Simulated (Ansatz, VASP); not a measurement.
## PbSe in VASP and in Ansatz

```
Pb Se
1.0
     4.41489    0.00000    0.00000
    -0.01031    4.41488    0.00000
    -2.20229   -2.20744   12.00080
Pb Se
2 2
Direct
  0.80684 0.80730 0.61844
  0.18545 0.19981 0.38238
  0.28733 0.32315 0.62319
  0.68427 0.69990 0.37796
```

Alike in both runs: functional LDA; k mesh 6 × 6 × 3; occupations fermi-dirac, width 0.05 eV; no spin polarisation.

|  | VASP | Ansatz |
| --- | --- | --- |
| version | VASP 6.6.1 | Ansatz 0.2.0 |
| potentials or method | VASP PAW LDA potentials, release 64 (Pb_d, Se), cutoff 520 eV | all-electron LAPW, scalar-relativistic |
| task | single point | band structure |

|  | VASP | Ansatz | Ansatz less VASP |
| --- | --- | --- | --- |
| gap on the k mesh at the Fermi level (eV) | 1.46 | 1.46 | +0.005 |
| least direct gap on the mesh (eV) | 1.46 | 1.46 | +0.005 |
| rms of the force components (eV/Å) | 0.298 | 0.306 | +0.0085 |

LDA's correlation is that of Perdew and Zunger in VASP and of Perdew and Wang (1992) in Ansatz. Atom by atom the forces differ by 0.009 eV/Å (rms over components). Ansatz ran all-electron here, and VASP with PAW potentials.

Neither program's run includes spin-orbit coupling.
